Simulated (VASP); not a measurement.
Write the native input for VASP 6.6.1 that does the following.

```
Task                   : single point
Functional             : PBE
Dispersion             : D3(BJ)
Potentials or basis    : VASP PAW PBE potentials, release 64 (O_h, C_h)
Cutoff                 : 1000 eV
k mesh                 : 1 × 1 × 1
Occupations            : fermi-dirac, width 0.02 eV
Spin                   : collinear spin
Starting moments       : [1.0, 1.0, 1.0, 1.0, 1.0, 1.0, 0.0, 0.0, 0.0, 0.0, 0.0, 0.0, 0.0, 0.0, 0.0] μB
Dipole correction      : no
Further INCAR settings : LREAL = Auto; ALGO = Normal; EDIFF = 1e-06; NBANDS = 59
```

The structure of CO4 lies in POSCAR:

```
CO4
1.0
    7.1977620000      0.0000000000      0.0000000000
    0.0000000000      7.1977620000      0.0000000000
    0.0000000000      0.0000000000      7.1977620000
O C
12 3
Direct
    0.3364101230      0.3998048282      0.4409565084
    0.3729770448      0.5100752150      0.3212665270
   -0.1620642639      0.6016731312      0.5341243570
   -0.2050915271      0.7462319538      0.6089114922
    0.8020548609      0.1662739057      0.3172513901
    0.7104430516      0.2457430518      0.1994508849
    0.8088903190      0.0875966724      0.8488888630
    0.6499381335      0.3388692207      0.7212936466
    0.3772005798      0.7415916225      0.8633100122
    0.1196205154      0.5501849047      0.9159930545
    0.2377266712     -0.0003056506      0.4338987591
    0.2106349168      0.1278175077      0.7321581347
    0.7251976378      0.2143027235      0.7896621200
    0.2429921967      0.6429220638      0.8831078327
    0.2244725513      0.0604215588      0.5839176122
```

One way to write it, as run:

INCAR

```
SYSTEM = CO4
PREC = Accurate
ENCUT = 1000
EDIFF = 1E-6
ISMEAR = -1
SIGMA = 0.02
LREAL = Auto
LASPH = .True.
NELM = 200
ALGO = Normal
ISIF = 2
LWAVE = .False.
LCHARG = .True.
ISPIN = 2
MAGMOM = 1 1 1 1 1 1 0 0 0 0 0 0 0 0 0
LORBIT = 11
GGA = PE
IVDW = 12
LELF = .True.
LVHAR = .True.
NBANDS = 59
GGA_COMPAT = .False.
```

KPOINTS

```
regular mesh
0
Gamma
  1 1 1
  0 0 0
```

Potentials or basis: VASP PAW PBE potentials, release 64 (O_h, C_h).

Run with:

```sh
$ cat potpaw_PBE.64/O_h/POTCAR potpaw_PBE.64/C_h/POTCAR > POTCAR
$ mpirun -np 1 vasp_gam > vasp.out
```

Results of the run:

```yaml
Pressure: 0.6 GPa
Largest_force: 6.268 eV/Å
Net_moment: 6.00 μB per cell
Site_moments: O +0.61, +0.62, +0.00 (each value once); C +0.00, -0.00 (each value once) μB
Valence_electrons_inside_the_program's_atomic_spheres: O 3.32, 3.31, 3.41, 3.43, 3.38, 3.44 (each value once); C 1.55, 1.54, 1.53
Dispersion_energy_per_atom: -0.035 eV
```

Caveat: the k points lie up to 0.87 Å⁻¹ apart, too coarse for converged energies, forces and pressures; the atoms stand as in a frame of molecular dynamics.

It took 2.4 min on 1 thread of Intel(R) Xeon(R) 6975P-C (Granite Rapids), on a shared host, peak memory 1.3 GiB.
